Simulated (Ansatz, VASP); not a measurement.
## One calculation of HCl, two programs

```
Cl H
1.0
     8.49019    0.00000    0.00000
     0.00000    8.49019    0.00000
     0.00000    0.00000    8.49019
Cl H
12 12
Direct
  0.30353 0.37270 0.31220
  0.08451 0.73620 0.14602
  0.74257 0.23255 0.47000
  0.80709 0.53139 0.74208
  0.44820 0.76082 0.95240
  0.99169 0.95424 0.71236
  0.16094 0.40247 0.84272
  0.65106 0.81778 0.33494
  0.57664 0.32629 0.01106
  0.39109 0.09656 0.62679
  0.96972 0.15242 0.07855
  0.32904 0.71224 0.56366
  0.40351 0.40023 0.19814
  0.22253 0.74377 0.07582
  0.76999 0.34562 0.57748
  0.95307 0.48906 0.79274
  0.39793 0.72305 0.80980
  0.88268 0.96895 0.60359
  0.09471 0.30333 0.94650
  0.53276 0.75327 0.41082
  0.66269 0.42966 0.93308
  0.52330 0.13003 0.55149
  0.93609 0.06833 0.95353
  0.34687 0.86849 0.57927
```

Alike in both runs: functional PBEsol; k mesh 1 × 1 × 1; occupations fermi-dirac, width 0.02 eV; no spin polarisation.

Ansatz relaxed the structure, and its values are those at the end. VASP's run is a single point on that final structure, the one shown.

|  | VASP | Ansatz |
| --- | --- | --- |
| version | VASP 6.6.1 | Ansatz 0.2.0 |
| potentials or method | VASP PAW PBE potentials, release 64 (Cl, H_h), cutoff 910 eV | scalar-relativistic, plane waves, PAW |
| valence electrons in the cell | 96 | 96 |

Ansatz gave:

- rms of the force components (eV/Å): 0.089

Estimate VASP's values.

rms of the force components (eV/Å): 0.120.

VASP's potentials were made for PBE, not for PBEsol.
